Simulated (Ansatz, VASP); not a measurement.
One calculation of TiO2, two programs

```xyz
12
Lattice="3.7966 0.0000 0.0000 0.0000 3.7966 0.0000 0.0000 0.0000 9.3724" Properties=species:S:1:pos:R:3 pbc="T T T"
Ti    0.0000    0.0000    0.0000
Ti    0.0000    1.8983    2.3431
Ti    1.8983    1.8983    4.6862
Ti    1.8983    0.0000    7.0293
O     0.0000    1.8983    4.3101
O     0.0000    0.0000    1.9670
O     0.0000    1.8983    0.3761
O     1.8983    1.8983    2.7192
O     1.8983    0.0000    8.9963
O     1.8983    1.8983    6.6532
O     1.8983    0.0000    5.0623
O     0.0000    0.0000    7.4054
```

Change from the starting cell: strain along c alone, the other axes held, atoms relaxed: -3.0 %.

Alike in both runs: functional r2SCAN; k mesh 6 × 6 × 4; occupations gaussian, width 0.02 eV; no spin polarisation; Hubbard terms Ti d U = 4.0 eV.

Ansatz relaxed the structure, and its values are those at the end. VASP's run is a single point on that final structure, the one shown.

|  | VASP | Ansatz |
| --- | --- | --- |
| version | VASP 6.6.1 | Ansatz 0.2.0 |
| potentials or method | VASP PAW PBE potentials, release 64 (Ti_sv, O), cutoff 520 eV | scalar-relativistic, plane waves, PAW |
| valence electrons in the cell | 96 | 96 |

VASP gave:

* gap on the k mesh at the Fermi level (eV): 3.15
* least direct gap on the mesh (eV): 3.34
* pressure (GPa): 10.7
* rms of the force components (eV/Å): 0.096

Question: What did Ansatz give for the same quantities?

Answer: gap on the k mesh at the Fermi level (eV): 3.08; least direct gap on the mesh (eV): 3.26; pressure (GPa): 5.3; rms of the force components (eV/Å): 0.002.

VASP's potentials were made for PBE, not for r2SCAN. The programs project onto different local orbitals, so the same U acts differently, and such runs can settle in different states. Ansatz's warnings: stress scf threshold loose.
